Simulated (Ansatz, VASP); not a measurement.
## GaP: VASP beside Ansatz

```
Ga P
1.0
     0.00000    2.77632    2.77632
     2.77632    0.00000    2.77632
     2.77632    2.77632    0.00000
Ga P
1 1
Cartesian
  0.0000 0.0000 0.0000
  1.3882 1.3882 1.3882
```

Alike in both runs: task single point; functional PBE; dispersion D3(BJ); k mesh 8 × 8 × 8; occupations gaussian, width 0.02 eV; no spin polarisation.

```csv
,VASP,Ansatz
version,VASP 6.6.1,Ansatz 0.2.0
potentials or method,"VASP PAW PBE potentials, release 64 (Ga_d, P), cutoff 500 eV","scalar-relativistic, plane waves, PAW"
valence electrons in the cell,18,18
```

|  | VASP | Ansatz | Ansatz less VASP |
| --- | --- | --- | --- |
| gap on the k mesh at the Fermi level (eV) | 1.37 | 1.37 | +0.003 |
| least direct gap on the mesh (eV) | 1.37 | 1.37 | +0.003 |
| pressure (GPa) | -4.3 | -4.3 | +0.06 |
